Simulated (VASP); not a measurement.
# Te2Mo (P2_1/m) in VASP: settings compared, part 2 of 2

VASP 6.6.1. The steps go on from the part before.

## 4. Single point, BLYP

This run uses another cell than the first one, of 25.30 Å³/atom.

Contents of INCAR:

```
SYSTEM = Te2Mo
AGGAC = 1.0 ; AGGAX = 1.0
ALDAC = 0.0 ; ALDAX = 1.0
ALGO = Normal ; EDIFF = 1E-6
ENCUT = 520 ; GGA = B5
ISIF = 2 ; ISMEAR = -1
LASPH = .True. ; LCHARG = .True.
LELF = .True. ; LREAL = .False.
LVHAR = .True. ; LWAVE = .False.
NBANDS = 64 ; NELM = 100
PREC = Accurate ; SIGMA = 0.05
```

Contents of KPOINTS:

```
k-points
0
Gamma
  4 8 2
  0 0 0
```

Contents of POSCAR:

```
Te2Mo
1.0
    6.3300000000      0.0000000000      0.0000000000
    0.0000000000      3.4690000000      0.0000000000
   -0.9467947088      0.0000000000     13.8276237937
Te Mo
8 4
Direct
    0.9437000000      0.7500000000      0.6045000000
    0.0563000000      0.2500000000      0.3955000000
    0.9030000000      0.2500000000      0.8514000000
    0.0970000000      0.7500000000      0.1486000000
    0.4112000000      0.7500000000      0.8955000000
    0.5888000000      0.2500000000      0.1045000000
    0.4432000000      0.2500000000      0.6484000000
    0.5568000000      0.7500000000      0.3516000000
    0.8167000000      0.7500000000      0.9926000000
    0.1833000000      0.2500000000      0.0074000000
    0.6819000000      0.2500000000      0.4934000000
    0.3181000000      0.7500000000      0.5066000000
```

Potentials or basis: VASP PAW PBE potentials, release 64 (Te, Mo_sv).

Command:

```sh
$ cat potpaw_PBE.64/Te/POTCAR potpaw_PBE.64/Mo_sv/POTCAR > POTCAR
$ mpirun -np 1 vasp_std > vasp.out
```

OUTCAR:

```text
SYSTEM = Te2Mo
   EDIFF = 1E-6
   ENCUT = 520
   GGA = B5
   ISIF = 2
   ISMEAR = -1
   LASPH = .True.
   LREAL = .False.
   NELM = 100
   PREC = Accurate

 ion  position               nearest neighbor table
   1  0.944  0.750  0.605-  11 2.79  11 2.79  12 2.81   2 3.49   2 3.49   7 3.62   7 3.62
   2  0.056  0.250  0.395-  12 2.79  12 2.79  11 2.81   1 3.49   1 3.49   8 3.62   8 3.62
   3  0.903  0.250  0.851-   9 2.70   9 2.70  10 2.70   5 3.65   5 3.65   5 3.67   5 3.67
   4  0.097  0.750  0.149-  10 2.70  10 2.70   9 2.70   6 3.65   6 3.65   6 3.67   6 3.67
[... 1849 lines left out ...]
 VOLUME and BASIS-vectors are now :
 -----------------------------------------------------------------------------
  energy-cutoff  :      520.00
  volume of cell :      303.64
      direct lattice vectors                 reciprocal lattice vectors
     6.330000000  0.000000000  0.000000000     0.157977883  0.000000000  0.010816943
     0.000000000  3.469000000  0.000000000     0.000000000  0.288267512  0.000000000
    -0.946794709  0.000000000 13.827623794     0.000000000  0.000000000  0.072319005

 POSITION                                       TOTAL-FORCE (eV/Angst)
 -----------------------------------------------------------------------------------
      5.40128      2.60175      8.35880         0.056518     -0.000000      0.450835
     -0.01808      0.86725      5.46883        -0.056518     -0.000000     -0.450835
      4.90989      0.86725     11.77284        -0.028060     -0.000000     -0.566123
      0.47332      2.60175      2.05478         0.028060      0.000000      0.566123
      1.75504      2.60175     12.38264         0.031593      0.000000     -0.406924
      3.62816      0.86725      1.44499        -0.031593     -0.000000      0.406924
      2.19155      0.86725      8.96583        -0.053058     -0.000000      0.524533
      3.19165      2.60175      4.86179         0.053058      0.000000     -0.524533
      4.22992      2.60175     13.72530         0.000300     -0.000000      0.014472
      1.15328      0.86725      0.10232        -0.000300     -0.000000     -0.014472
      3.84928      0.86725      6.82255        -0.101266     -0.000000      0.025487
      1.53393      2.60175      7.00507         0.101266     -0.000000     -0.025487
 -----------------------------------------------------------------------------------
    total drift:                               -0.000000      0.000000     -0.000000

  FREE ENERGIE OF THE ION-ELECTRON SYSTEM (eV)
  ---------------------------------------------------
  free  energy   TOTEN  =       -60.0192776772 eV

  energy  without entropy=      -59.9840978459  energy(sigma->0) =      -60.00168776
```

OSZICAR:

```text
N       E                     dE             d eps       ncg     rms          rms(c)
DAV:   1     0.879662142749E+03    0.87966E+03   -0.53477E+04  4440   0.146E+03
DAV:   2    -0.319365967904E+01   -0.88286E+03   -0.85857E+03  4728   0.345E+02
DAV:   3    -0.600132773196E+02   -0.56820E+02   -0.55117E+02  4640   0.747E+01
DAV:   4    -0.621711546988E+02   -0.21579E+01   -0.21346E+01  4840   0.133E+01
DAV:   5    -0.622425957434E+02   -0.71441E-01   -0.71360E-01  4856   0.253E+00    0.290E+01
DAV:   6    -0.608161967726E+02    0.14264E+01   -0.10253E+01  4504   0.125E+01    0.114E+01
DAV:   7    -0.610245703918E+02   -0.20837E+00   -0.10514E+01  4480   0.109E+01    0.877E+00
DAV:   8    -0.600144255288E+02    0.10101E+01   -0.31242E+00  4512   0.636E+00    0.421E+00
DAV:   9    -0.600332504992E+02   -0.18825E-01   -0.60763E-01  4848   0.244E+00    0.186E+00
DAV:  10    -0.600294677640E+02    0.37827E-02   -0.14501E-01  4800   0.124E+00    0.128E+00
DAV:  11    -0.600194964258E+02    0.99713E-02   -0.84428E-02  4696   0.103E+00    0.605E-01
DAV:  12    -0.600196225532E+02   -0.12613E-03   -0.10009E-02  4256   0.337E-01    0.375E-01
DAV:  13    -0.600194119696E+02    0.21058E-03   -0.14904E-03  4632   0.136E-01    0.201E-01
DAV:  14    -0.600192753627E+02    0.13661E-03   -0.35710E-04  4584   0.753E-02    0.119E-01
DAV:  15    -0.600192754073E+02   -0.44645E-07   -0.14613E-04  4488   0.429E-02    0.409E-02
DAV:  16    -0.600192774115E+02   -0.20041E-05   -0.15520E-05  4072   0.124E-02    0.379E-02
DAV:  17    -0.600192776772E+02   -0.26575E-06   -0.96173E-07  2512   0.359E-03
   1 F= -.60019278E+02 E0= -.60001688E+02  d E =-.351798E-01
```

Run time: 8.2 min. Hardware: 1 thread of AMD EPYC 9R45 (Zen 5), shared host; peak memory 0.61 GiB.

Results:

- Free energy: -60.0193 eV
- Pressure: 8.9 GPa
- Largest force: 0.567 eV/Å
- Band gap on the k mesh: zero (bands 52 and 53 overlap by 0.17 eV)

Forces on the atoms (eV/Å):
```
Te   0.057  0.000  0.451
Te  -0.057  0.000 -0.451
Te  -0.028  0.000 -0.566
Te   0.028  0.000  0.566
Te   0.032  0.000 -0.407
Te  -0.032  0.000  0.407
Te  -0.053  0.000  0.525
Te   0.053  0.000 -0.525
Mo   0.000  0.000  0.014
Mo   0.000  0.000 -0.014
Mo  -0.101  0.000  0.025
Mo   0.101  0.000 -0.025
```

Stress tensor (GPa, compression positive):
```
9.16 0.00 0.09
0.00 9.38 0.00
0.09 0.00 8.21
```

Caveat: the cell stands under pressure; the PAW data sets were made with another functional, which shifts forces and pressure a little; spin-orbit coupling is left out, which moves the levels of the heavy elements.

## 5. Single point, RPBE+D3(BJ)

This run uses another cell than the first one, of 25.30 Å³/atom.

Contents of INCAR:

```
PREC     = Accurate       # precision mode
ENCUT    = 520            # plane-wave cutoff, eV
EDIFF    = 1E-6           # SCF threshold, eV
ISMEAR   = -1             # smearing method
SIGMA    = 0.05           # smearing width, eV
LREAL    = F              # projectors in reciprocal space
LASPH    = T              # aspherical terms in the spheres
NELM     = 100            # most SCF steps
ALGO     = Normal         # electronic algorithm
ISIF     = 2              # what is computed and relaxed
LWAVE    = F              # write WAVECAR
LCHARG   = F              # write CHGCAR
GGA      = RP             # functional
IVDW     = 12             # dispersion correction
NBANDS   = 64             # bands
```

Contents of KPOINTS:

```
Automatic mesh
0
Gamma
  4 8 2
```

POSCAR is that of step 4.

Command:

```sh
$ cat potpaw_PBE.64/Te/POTCAR potpaw_PBE.64/Mo_sv/POTCAR > POTCAR
$ mpirun -np 1 vasp_std > vasp.out
```

Run time: 8 min. Hardware: 1 thread of Intel Xeon 6975P-C (Granite Rapids), shared host; peak memory 0.62 GiB.

Results (log left out):

```
Free energy                : -98.4986 eV
Pressure                   : -17.6 GPa
Largest force              : 0.916 eV/Å
Band gap on the k mesh     : zero (bands 52 and 53 overlap by 0.19 eV)
Dispersion energy per atom : -2.671 eV
```

Forces in eV/Å, atoms in the order of the input:
```
Te   0.082  0.000 -0.878
Te  -0.082  0.000  0.878
Te  -0.041  0.000  0.648
Te   0.041  0.000 -0.648
Te   0.104  0.000  0.910
Te  -0.104  0.000 -0.910
Te   0.028  0.000 -0.693
Te  -0.028  0.000  0.693
Mo   0.251  0.000  0.095
Mo  -0.251  0.000 -0.095
Mo  -0.345  0.000  0.102
Mo   0.345  0.000 -0.102
```

Stress tensor (GPa, compression positive):
```
-18.01   0.00   0.07
  0.00 -19.98   0.00
  0.07   0.00 -14.77
```

Levels at points of the mesh, in eV from the Fermi level:
```csv
k point,band 50,band 51,band 52,band 53,band 54,band 55
"(0.00, 0.00, 0.00)",-0.12,0.09,0.11,0.44,0.68,0.90
"(0.50, 0.00, 0.00)",-0.83,-0.66,-0.57,-0.07,-0.01,0.90
"(0.00, 0.50, 0.00)",-1.52,-1.47,-1.47,1.03,1.03,1.17
"(0.50, 0.50, 0.00)",-1.07,-0.98,-0.98,1.02,1.02,1.08
"(0.00, 0.00, 0.50)",-0.03,-0.02,-0.02,0.46,0.56,0.92
"(0.50, 0.00, 0.50)",-0.82,-0.65,-0.42,-0.03,0.03,0.86
"(0.00, 0.50, 0.50)",-1.56,-1.48,-1.48,1.02,1.02,1.16
"(0.50, 0.50, 0.50)",-1.06,-0.98,-0.98,1.03,1.03,1.05
```

Caveat: the cell stands under tension; the PAW data sets were made with another functional, which shifts forces and pressure a little; spin-orbit coupling is left out, which moves the levels of the heavy elements.

## 6. Single point, PBE

This run uses another cell than the first one, of 25.30 Å³/atom.

Contents of INCAR:

```
SYSTEM = Te2Mo
PREC     = Accurate       ! precision mode
ENCUT    = 520            ! plane-wave cutoff, eV
EDIFF    = 1E-6           ! SCF threshold, eV
ISMEAR   = -1             ! smearing method
SIGMA    = 0.05           ! smearing width, eV
LREAL    = .False.        ! projectors in reciprocal space
LASPH    = .True.         ! aspherical terms in the spheres
NELM     = 80             ! most SCF steps
ALGO     = Normal         ! electronic algorithm
ISIF     = 2              ! what is computed and relaxed
LWAVE    = .False.        ! write WAVECAR
LCHARG   = .False.        ! write CHGCAR
GGA      = PE             ! functional
NBANDS   = 64             ! bands
```

Contents of KPOINTS:

```
regular mesh
0
Gamma
  4 8 2
  0 0 0
```

POSCAR is that of step 5.

Potentials or basis: VASP PAW PBE potentials, release 64 (Te, Mo_sv).

Command:

```sh
$ cat potpaw_PBE.64/Te/POTCAR potpaw_PBE.64/Mo_sv/POTCAR > POTCAR
$ mpirun -np 1 vasp_std > vasp.out
```

OUTCAR:

```text
SYSTEM = Te2Mo
   PREC = Accurate
   ENCUT = 520
   EDIFF = 1E-6
   ISMEAR = -1
   LREAL = .False.
   LASPH = .True.
   NELM = 80
   ISIF = 2
   GGA = PE

 ion  position               nearest neighbor table
   1  0.944  0.750  0.605-  11 2.79  11 2.79  12 2.81   2 3.49   2 3.49   7 3.62   7 3.62
   2  0.056  0.250  0.395-  12 2.79  12 2.79  11 2.81   1 3.49   1 3.49   8 3.62   8 3.62
   3  0.903  0.250  0.851-   9 2.70   9 2.70  10 2.70   5 3.65   5 3.65   5 3.67   5 3.67
   4  0.097  0.750  0.149-  10 2.70  10 2.70   9 2.70   6 3.65   6 3.65   6 3.67   6 3.67
[... 1851 lines left out ...]
  energy-cutoff  :      520.00
  volume of cell :      303.64
      direct lattice vectors                 reciprocal lattice vectors
     6.330000000  0.000000000  0.000000000     0.157977883  0.000000000  0.010816943
     0.000000000  3.469000000  0.000000000     0.000000000  0.288267512  0.000000000
    -0.946794709  0.000000000 13.827623794     0.000000000  0.000000000  0.072319005

 POSITION                                       TOTAL-FORCE (eV/Angst)
 -----------------------------------------------------------------------------------
      5.40128      2.60175      8.35880         0.072006      0.000000      0.074371
     -0.01808      0.86725      5.46883        -0.072006      0.000000     -0.074371
      4.90989      0.86725     11.77284        -0.006539      0.000000     -0.159266
      0.47332      2.60175      2.05478         0.006539      0.000000      0.159266
      1.75504      2.60175     12.38264         0.055320     -0.000000     -0.035504
      3.62816      0.86725      1.44499        -0.055320      0.000000      0.035504
      2.19155      0.86725      8.96583        -0.016721     -0.000000      0.118041
      3.19165      2.60175      4.86179         0.016721      0.000000     -0.118041
      4.22992      2.60175     13.72530         0.076047      0.000000      0.026512
      1.15328      0.86725      0.10232        -0.076047      0.000000     -0.026512
      3.84928      0.86725      6.82255        -0.165979      0.000000      0.035712
      1.53393      2.60175      7.00507         0.165979      0.000000     -0.035712
 -----------------------------------------------------------------------------------
    total drift:                               -0.000000      0.000000     -0.000000

  FREE ENERGIE OF THE ION-ELECTRON SYSTEM (eV)
  ---------------------------------------------------
  free  energy   TOTEN  =       -71.8053257315 eV

  energy  without entropy=      -71.7701568563  energy(sigma->0) =      -71.78774129
```

It took 7.2 min on 1 thread of Intel Xeon 6975P-C (Granite Rapids), shared host; peak memory 0.64 GiB.

What came out:

| Quantity | Value |
| --- | --- |
| Free energy | -71.8053 eV |
| Pressure | 2.5 GPa |
| Largest force | 0.170 eV/Å |
| Band gap on the k mesh | zero (bands 52 and 53 overlap by 0.19 eV) |

Forces in eV/Å, atoms in the order of the input:
```
Te   0.072  0.000  0.074
Te  -0.072  0.000 -0.074
Te  -0.007  0.000 -0.159
Te   0.007  0.000  0.159
Te   0.055  0.000 -0.036
Te  -0.055  0.000  0.036
Te  -0.017  0.000  0.118
Te   0.017  0.000 -0.118
Mo   0.076  0.000  0.027
Mo  -0.076  0.000 -0.027
Mo  -0.166  0.000  0.036
Mo   0.166  0.000 -0.036
```

Stress tensor (GPa, compression positive):
```
2.82 0.00 0.09
0.00 2.39 0.00
0.09 0.00 2.38
```

Levels at points of the mesh, in eV from the Fermi level:
| k point | band 48 | band 49 | band 50 | band 51 | band 52 | band 53 | band 54 | band 55 | band 56 | band 57 |
| --- | --- | --- | --- | --- | --- | --- | --- | --- | --- | --- |
| (0.00, 0.00, 0.00) | -0.50 | -0.43 | -0.12 | 0.09 | 0.12 | 0.44 | 0.68 | 0.90 | 1.00 | 1.11 |
| (0.50, 0.00, 0.00) | -0.90 | -0.87 | -0.83 | -0.65 | -0.56 | -0.08 | -0.01 | 0.90 | 0.91 | 1.44 |
| (0.00, 0.50, 0.00) | -1.73 | -1.52 | -1.52 | -1.46 | -1.46 | 1.02 | 1.02 | 1.16 | 1.16 | 1.24 |
| (0.50, 0.50, 0.00) | -1.81 | -1.06 | -1.06 | -0.98 | -0.98 | 1.01 | 1.01 | 1.08 | 1.08 | 1.74 |
| (0.00, 0.00, 0.50) | -0.64 | -0.06 | -0.03 | -0.02 | -0.02 | 0.45 | 0.56 | 0.92 | 0.98 | 1.49 |
| (0.50, 0.00, 0.50) | -0.90 | -0.87 | -0.82 | -0.64 | -0.41 | -0.03 | 0.02 | 0.86 | 0.94 | 1.35 |
| (0.00, 0.50, 0.50) | -1.75 | -1.56 | -1.56 | -1.47 | -1.47 | 1.01 | 1.01 | 1.16 | 1.16 | 1.27 |
| (0.50, 0.50, 0.50) | -1.80 | -1.06 | -1.06 | -0.97 | -0.97 | 1.02 | 1.02 | 1.04 | 1.04 | 1.65 |

Caveat: spin-orbit coupling is left out, which moves the levels of the heavy elements.

## 7. The runs side by side

```tsv
level	cell	gap on the mesh (eV)	pressure (GPa)	largest force (eV/Å)
PBEsol+D4	a = 6.299, b = 3.440, c = 13.076 Å, angles 90.0, 93.9, 90.0°, 12 atoms, atomic positions A	none	0.1	0.03
PBE	a = 6.330, b = 3.469, c = 13.860 Å, angles 90.0, 93.9, 90.0°, 12 atoms, atomic positions B	none	2.5	0.17
BLYP	a = 6.330, b = 3.469, c = 13.860 Å, angles 90.0, 93.9, 90.0°, 12 atoms, atomic positions B	none	8.9	0.57
RPBE+D3(BJ)	a = 6.330, b = 3.469, c = 13.860 Å, angles 90.0, 93.9, 90.0°, 12 atoms, atomic positions B	none	-17.6	0.92
```

Alike in all rows: task single point; potentials or basis VASP PAW PBE potentials, release 64 (Te, Mo_sv); no spin polarisation; k mesh 4 × 8 × 2; cutoff (eV) 520; smearing fermi-dirac 0.05 eV.

Caveats: spin-orbit coupling is left out, which moves the levels of the heavy elements; the PAW data sets were made with another functional, which shifts forces and pressure a little (at least some runs); the cell stands under pressure (at least some runs); the cell stands under tension (at least some runs).

Absolute energies hang on the potentials; compare differences alone.
